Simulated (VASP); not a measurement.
# AgHgF3 (Cmcm) in VASP: single point with PBEsol

Aim: the single point of AgHgF3 with PBEsol.

Everything below comes from runs of VASP 6.6.1. Logs are shortened: lines on timing, memory, paths and dates and some standing lists are left out, and cuts for length are marked.

### Step 1. The cell of the first run

It takes space group Cmcm (No. 63, orthorhombic). The conventional cell has a = 3.519 Å, b = 10.388 Å, c = 7.991 Å, α = 90.00°, β = 90.00°, γ = 90.00°. Ag (site symmetry m2m) has 8 F at 2.41 to 2.82 Å and 2 Hg at 3.15 Å within 3.2 Å. Hg (site symmetry 2/m) has 6 F at 2.28 to 2.33 Å within 3.0 Å. Within 3.0 Å of F (site symmetry m2m) lie 2 Hg at 2.28 Å and 2 Ag at 2.41 Å. Within 3.1 Å of F (site symmetry m) lie 2 Hg at 2.33 Å and 3 Ag at 2.52 to 2.82 Å and 7 F at 3.01 to 3.07 Å.

### Step 2. Single point, PBEsol

INCAR

```
SYSTEM = AgHgF3
PREC = Accurate
ENCUT = 520
EDIFF = 1E-7
ISMEAR = -1
SIGMA = 0.03
LREAL = .False.
LASPH = .True.
NELM = 100
ALGO = Normal
ISIF = 2
LWAVE = .False.
LCHARG = .True.
GGA = PS
LELF = .True.
LVHAR = .True.
NBANDS = 55
```

KPOINTS

```
Automatic mesh
0
Gamma
  6 6 4
  0 0 0
```

POSCAR

```
AgHgF3
1.0
    1.7595277349     -5.1941052157      0.0000000000
    1.7595277349      5.1941052157      0.0000000000
    0.0000000000      0.0000000000      7.9910919455
Ag Hg F
2 2 6
Direct
    0.2341677187      0.7658322813      0.7500000000
    0.7658322813      0.2341677187      0.2500000000
    0.0000000000      0.0000000000      0.0000000000
    0.0000000000      0.0000000000      0.5000000000
    0.8933806502      0.1066193498      0.7500000000
    0.1066193498      0.8933806502      0.2500000000
    0.3611382430      0.6388617570      0.0616735226
    0.6388617570      0.3611382430      0.9383264774
    0.3611382430      0.6388617570      0.4383264774
    0.6388617570      0.3611382430      0.5616735226
```

Potentials or basis: VASP PAW PBE potentials, release 64 (Ag, Hg, F).

Launch:

```sh
> cat potpaw_PBE.64/Ag/POTCAR potpaw_PBE.64/Hg/POTCAR potpaw_PBE.64/F/POTCAR > POTCAR
> mpirun -np 1 vasp_std > vasp.out
```

OUTCAR:

```text
SYSTEM = AgHgF3
   PREC = Accurate
   ENCUT = 520
   EDIFF = 1E-7
   ISMEAR = -1
   LREAL = .False.
   LASPH = .True.
   NELM = 100
   ISIF = 2
   GGA = PS

 ion  position               nearest neighbor table
   1  0.234  0.766  0.750-   5 2.41   5 2.41  10 2.52   8 2.52   8 2.52  10 2.52   4 3.15   3 3.15

   2  0.766  0.234  0.250-   6 2.41   6 2.41   7 2.52   7 2.52   9 2.52   9 2.52   4 3.15   3 3.15

   3  0.000  0.000  0.000-   5 2.28   6 2.28   8 2.33   7 2.33   8 2.33   7 2.33   1 3.15   2 3.15

   4  0.000  0.000  0.500-   5 2.28   6 2.28  10 2.33   9 2.33  10 2.33   9 2.33   1 3.15   2 3.15

   5  0.893  0.107  0.750-   3 2.28   4 2.28   1 2.41   1 2.41
   6  0.107  0.893  0.250-   3 2.28   4 2.28   2 2.41   2 2.41
   7  0.361  0.639  0.062-   3 2.33   3 2.33   2 2.52   2 2.52
   8  0.639  0.361  0.938-   3 2.33   3 2.33   1 2.52   1 2.52
   9  0.361  0.639  0.438-   4 2.33   4 2.33   2 2.52   2 2.52
  10  0.639  0.361  0.562-   4 2.33   4 2.33   1 2.52   1 2.52

  LATTYP: Found a base centered orthorhombic cell.
 ALAT       =     3.5190554698
 B/A-ratio  =     2.9519882595
 C/A-ratio  =     2.2708059063

  Lattice vectors:

 A1 = (   1.7595277349,  -5.1941052157,   0.0000000000)
 A2 = (   1.7595277349,   5.1941052157,   0.0000000000)
 A3 = (   0.0000000000,   0.0000000000,   7.9910919455)

Analysis of symmetry for initial positions (statically):
=====================================================================
 Subroutine PRICEL returns:
 Original cell was already a primitive cell.

 Routine SETGRP: Setting up the symmetry group for a
 base centered orthorhombic supercell.

 Subroutine GETGRP returns: Found  8 space group operations
 (whereof  4 operations were pure point group operations)
 out of a pool of  8 trial point group operations.

The static configuration has the point symmetry C_2h.
 The point group associated with its full space group is D_2h.

Analysis of symmetry for dynamics (positions and initial velocities):
=====================================================================
 Subroutine PRICEL returns:
 Original cell was already a primitive cell.

 Routine SETGRP: Setting up the symmetry group for a
 base centered orthorhombic supercell.

 Subroutine GETGRP returns: Found  8 space group operations
 (whereof  4 operations were pure point group operations)
 out of a pool of  8 trial point group operations.

The dynamic configuration has the point symmetry C_2h.
 The point group associated with its full space group is D_2h.

 Subroutine INISYM returns: Found  8 space group operations
 (whereof  4 operations are pure point group operations),
 and found     1 'primitive' translations

----------------------------------------------------------------------------------------

                                     Primitive cell

  volume of cell :     146.0639

  direct lattice vectors                    reciprocal lattice vectors
     1.759527735 -5.194105216  0.000000000     0.284167160 -0.096262971  0.000000000
     1.759527735  5.194105216  0.000000000     0.284167160  0.096262971  0.000000000
     0.000000000  0.000000000  7.991091946     0.000000000  0.000000000  0.125139344

  length of vectors
     5.484037458  5.484037458  7.991091946     0.300029223  0.300029223  0.125139344

  position of ions in fractional coordinates (direct lattice)
     0.234167719  0.765832281  0.750000000
     0.765832281  0.234167719  0.250000000
     0.000000000  0.000000000  0.000000000
     0.000000000  0.000000000  0.500000000
     0.893380650  0.106619350  0.750000000
     0.106619350  0.893380650  0.250000000
     0.361138243  0.638861757  0.061673523
     0.638861757  0.361138243  0.938326477
     0.361138243  0.638861757  0.438326477
     0.638861757  0.361138243  0.561673523

  ion indices of the primitive-cell ions
   primitive index   ion index
                 1           1
                 2           2
                 3           3
                 4           4
                 5           5
                 6           6
                 7           7
                 8           8
                 9           9
                10          10

----------------------------------------------------------------------------------------

 KPOINTS: Automatic mesh

Automatic generation of k-mesh.
 Grid dimensions read from file:
 generate k-points for:    6    6    4

 Generating k-lattice:

  Cartesian coordinates                     Fractional coordinates (reciprocal lattice)
     0.047361193 -0.016043829  0.000000000     0.166666667  0.000000000  0.000000000
     0.047361193  0.016043829  0.000000000     0.000000000  0.166666667  0.000000000
     0.000000000  0.000000000  0.031284836     0.000000000  0.000000000  0.250000000

  Length of vectors
     0.050004870  0.050004870  0.031284836

  Shift w.r.t. Gamma in fractional coordinates (k-lattice)
     0.000000000  0.000000000  0.000000000

 Subroutine IBZKPT returns following result:
 ===========================================

 Found     39 irreducible k-points:

 Following reciprocal coordinates:
            Coordinates               Weight
  0.000000  0.000000  0.000000      1.000000
  0.166667  0.000000  0.000000      4.000000
  0.333333 -0.000000  0.000000      4.000000
  0.500000 -0.000000  0.000000      2.000000
  0.166667  0.166667  0.000000      2.000000
  0.333333  0.166667  0.000000      4.000000
[... 16 lines left out ...]
  0.333333  0.333333  0.250000      4.000000
  0.500000  0.333333  0.250000      8.000000
 [... further k-points ...]
   k-points           NKPTS =     39   k-points in BZ     NKDIM =     39   number of bands    NBANDS=     55
   number of dos      NEDOS =    301   number of ions     NIONS =     10
   total plane-waves  NPLWV = 105840
   dimension x,y,z NGX =    42 NGY =   42 NGZ =   60
   dimension x,y,z NGXF=    84 NGYF=   84 NGZF=  120
   ions per type =               2   2   6
   NGX,Y,Z   is equivalent  to a cutoff of  12.73, 12.73, 12.48 a.u.
   NGXF,Y,Z  is equivalent  to a cutoff of  25.46, 25.46, 24.96 a.u.
 SYSTEM =  AgHgF3
   PREC   = accura    normal or accurate (medium, high low for compatibility)
   ISTART =      0    job   : 0-new  1-cont  2-samecut
   ICHARG =      2    charge: 1-file 2-atom 10-const
   ISPIN  =      1    spin polarized calculation?
   LNONCOLLINEAR =      F non collinear calculations
   LSORBIT =      F    spin-orbit coupling
   LASPH  =      T    aspherical Exc in radial PAW
   ENCUT  =  520.0 eV  38.22 Ry    6.18 a.u.  10.20 10.20 14.86*2*pi/ulx,y,z
   NELM   =    100;   NELMIN=  2; NELMDL= -5     # of ELM steps
   EDIFF  = 0.1E-06   stopping-criterion for ELM
   LREAL  =      F    real-space projection
   EDIFFG = 0.1E-05   stopping-criterion for IOM
   NSW    =      0    number of steps for IOM
   IBRION =     -1    ionic relax: 0-MD 1-quasi-New 2-CG
   NFREE  =      0    steps in history (QN), initial steepest desc. (CG)
   ISIF   =      2    stress and relaxation
   ISYM   =      2    0-nonsym 1-usesym 2-fastsym
   POTIM  = 0.5000    time-step for ionic-motion
   TEBEG  =    0.0;   TEEND  =   0.0 temperature during run
   PSTRESS=    0.0 pullay stress
   NELECT =      88.0000    total number of electrons
   NUPDOWN=      -1.0000    fix difference up-down
   EMIN   =  10.00;   EMAX   =-10.00  energy-range for DOS
   EFERMI =   0.00;   METHOD = LEGACY
   ISMEAR =    -1;   SIGMA  =   0.03  broadening in eV -4-tet -1-fermi 0-gaus
   EFERMI_NEDOS =   21; number of points for ismear=-14 and -15
   IALGO  =     38    algorithm
   IMIX   =      4    mixing-type and parameters
     AMIX     =   0.40;   BMIX     =  1.00
     AMIX_MAG =   1.60;   BMIX_MAG =  1.00
  volume/ion in A,a.u.               =      14.61        98.57
  Fermi-wavevector in a.u.,A,eV,Ry     =   1.382679  2.612885 26.011638  1.911801
  Thomas-Fermi vector in A             =   2.507348
   LORBIT       =      0    0 simple, 1 ext, 2 COOP (PROOUT), +10 PAW based schemes
   GGA     = PS    functional components
   LHFCALC =     F    Hartree Fock is set to
   AEXX    =    0.0000 exact exchange contribution
   IVDW    =     0    specifies the selected vdW correction
   LEPSILON=     F    determine dielectric tensor
   LRPA    =     F    only Hartree local field effects (RPA)
 non-spin polarized calculation
  energy-cutoff  :      520.00
  volume of cell :      146.06
 maximum number of plane-waves:      3970
 NGX is ok and might be reduce to    42
   NGX = 21   NGY = 21   NGZ = 29

 number of electron      88.0000002 magnetization

 Free energy of the ion-electron system (eV)
  ---------------------------------------------------
  ext. energy  EPLUGINS =         0.00000000
  ---------------------------------------------------
  free energy    TOTEN  =       -30.94617381 eV

  energy without entropy =      -30.94272132  energy(sigma->0) =      -30.94444757

 E-fermi :   1.0773     XC(G=0): -10.6400

 val. band max:        0.9948913937   @ k =   0.0000   0.0000   0.0000
 cond. band min:       1.1451931621   @ k =   0.0000   0.0000   0.2500
 fundamental gap:      0.1503017684
 Fermi energy:         1.0772752881

 k-point     1 :       0.0000    0.0000    0.0000
  band No.  band energies     occupation
      1     -20.9651      2.00000
      2     -20.7875      2.00000
      3     -20.5954      2.00000
      4     -20.5714      2.00000
      5     -20.4145      2.00000
      6     -20.3434      2.00000
[... 47 lines left out ...]
     54      11.4798      0.00000
     55      12.8845      0.00000

 k-point     2 :       0.1667    0.0000    0.0000
  band No.  band energies     occupation
      1     -20.9307      2.00000
      2     -20.7803      2.00000
      3     -20.5597      2.00000
      4     -20.5578      2.00000
      5     -20.4298      2.00000
      6     -20.3614      2.00000
[... 47 lines left out ...]
     54      11.7891      0.00000
     55      12.0239      0.00000

 k-point     3 :       0.3333   -0.0000    0.0000
  band No.  band energies     occupation
      1     -20.8653      2.00000
      2     -20.7656      2.00000
      3     -20.5240      2.00000
      4     -20.4858      2.00000
      5     -20.4617      2.00000
      6     -20.3988      2.00000
[... 1152 lines left out ...]
 k-point    23 :       0.3333    0.3333    0.2500
  band No.  band energies     occupation
      1     -20.8313      2.00000
      2     -20.7859      2.00000
      3     -20.5042      2.00000
      4     -20.5007      2.00000
      5     -20.4413      2.00000
      6     -20.4376      2.00000
[... 47 lines left out ...]
     54      11.1857      0.00000
     55      12.2511      0.00000

 k-point    24 :       0.5000    0.3333    0.2500
  band No.  band energies     occupation
      1     -20.8627      2.00000
      2     -20.8128      2.00000
      3     -20.5374      2.00000
      4     -20.5209      2.00000
      5     -20.4569      2.00000
      6     -20.4317      2.00000
[... 47 lines left out ...]
     54      12.2294      0.00000
     55      12.9958      0.00000

 [... further k-points ...]
[... 5 lines left out ...]
  --------------------------------------------------------------------------------------
  -------------------------------------------------------------------------------------
  Total        0.3026724      0.2462699      0.2038926      0.0000000      0.0000000      0.0000000
  in kB        3.3200181      2.7013383      2.2365010      0.0000000      0.0000000      0.0000000
  external PRESSURE =       2.7526191 kB  Pullay stress =       0.0000000 kB

 VOLUME and BASIS-vectors are now :
 -----------------------------------------------------------------------------
  energy-cutoff  :      520.00
  volume of cell :      146.06
      direct lattice vectors                 reciprocal lattice vectors
     1.759527735 -5.194105216  0.000000000     0.284167160 -0.096262971  0.000000000
     1.759527735  5.194105216  0.000000000     0.284167160  0.096262971  0.000000000
     0.000000000  0.000000000  7.991091946     0.000000000  0.000000000  0.125139344

 POSITION                                       TOTAL-FORCE (eV/Angst)
 -----------------------------------------------------------------------------------
      1.75953      2.76152      5.99332         0.000000     -0.006002      0.000000
      1.75953     -2.76152      1.99777         0.000000      0.006002     -0.000000
      0.00000      0.00000      0.00000         0.000000     -0.000000      0.000000
      0.00000      0.00000      3.99555         0.000000     -0.000000      0.000000
      1.75953     -4.08652      5.99332         0.000000      0.068029     -0.000000
      1.75953      4.08652      1.99777         0.000000     -0.068029      0.000000
      1.75953      1.44253      0.49284         0.000000      0.074386      0.031332
      1.75953     -1.44253      7.49825         0.000000     -0.074386     -0.031332
      1.75953      1.44253      3.50271         0.000000      0.074386     -0.031332
      1.75953     -1.44253      4.48838         0.000000     -0.074386      0.031332
 -----------------------------------------------------------------------------------
    total drift:                                0.000000     -0.000000     -0.000000

  FREE ENERGIE OF THE ION-ELECTRON SYSTEM (eV)
  ---------------------------------------------------
  free  energy   TOTEN  =       -30.9461738090 eV

  energy  without entropy=      -30.9427213244  energy(sigma->0) =      -30.94444757
```

Run time: 5.1 min. Hardware: 1 thread of Intel Xeon Platinum 8488C (Sapphire Rapids), shared host; peak memory 0.47 GiB.

What came out:

```yaml
Free_energy: -30.9462 eV
Pressure: 0.3 GPa
Largest_force: 0.081 eV/Å
Band_gap_on_the_k_mesh: zero (filled and empty bands touch)
```

Forces on the atoms (eV/Å):
```
Ag   0.000 -0.006  0.000
Ag   0.000  0.006  0.000
Hg   0.000  0.000  0.000
Hg   0.000  0.000  0.000
F    0.000  0.068  0.000
F    0.000 -0.068  0.000
F    0.000  0.074  0.031
F    0.000 -0.074 -0.031
F    0.000  0.074 -0.031
F    0.000 -0.074  0.031
```

Caveat: the PAW data sets were made with another functional, which shifts forces and pressure a little; spin-orbit coupling is left out, which moves the levels of the heavy elements.
